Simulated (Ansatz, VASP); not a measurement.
**HfO2 in VASP and in Ansatz**

```
Hf O
1.0
     5.29454    0.00000    0.00000
     0.00000    5.06976    0.00000
     0.00000    0.00000    5.10187
Hf O
4 8
Direct
  0.02282 0.26141 0.22930
  0.47718 0.26141 0.72930
  0.52282 0.73859 0.22930
  0.97718 0.73859 0.72930
  0.34606 0.06401 0.38757
  0.15394 0.06401 0.88757
  0.75072 0.45727 0.49614
  0.74928 0.45727 0.99614
  0.24928 0.54273 0.99614
  0.25072 0.54273 0.49614
  0.84606 0.93599 0.38757
  0.65394 0.93599 0.88757
```

Change from the starting cell: polar distortion scaled by 0.70.

Alike in both runs: task single point; functional PBE; k mesh 4 × 6 × 6; no spin polarisation.

|  | VASP | Ansatz |
| --- | --- | --- |
| version | VASP 6.6.1 | Ansatz 0.2.0 |
| potentials or method | VASP PAW PBE potentials, release 64 (Hf_pv, O), cutoff 520 eV | scalar-relativistic, plane waves, PAW |
| occupations | gaussian, width 0.01 eV | fixed |
| valence electrons in the cell | 88 | 152 |

Ansatz gave:

* gap on the k mesh at the Fermi level (eV): 4.20
* least direct gap on the mesh (eV): 4.65
* pressure (GPa): 0.4
* traceless stress, the component that is largest in VASP (GPa): -2.88
* rms of the force components (eV/Å): 0.412

Estimate VASP's values.

gap on the k mesh at the Fermi level (eV): 4.15; least direct gap on the mesh (eV): 4.61; pressure (GPa): -2.9; traceless stress, the component that is largest in VASP (GPa): -3.02; rms of the force components (eV/Å): 0.401.

Atom by atom the forces differ by 0.021 eV/Å (rms over components). VASP's potentials hold 88 valence electrons a cell and Ansatz's 152, so a difference there can come from the potentials and not from the codes.

Spin-orbit coupling is off throughout.
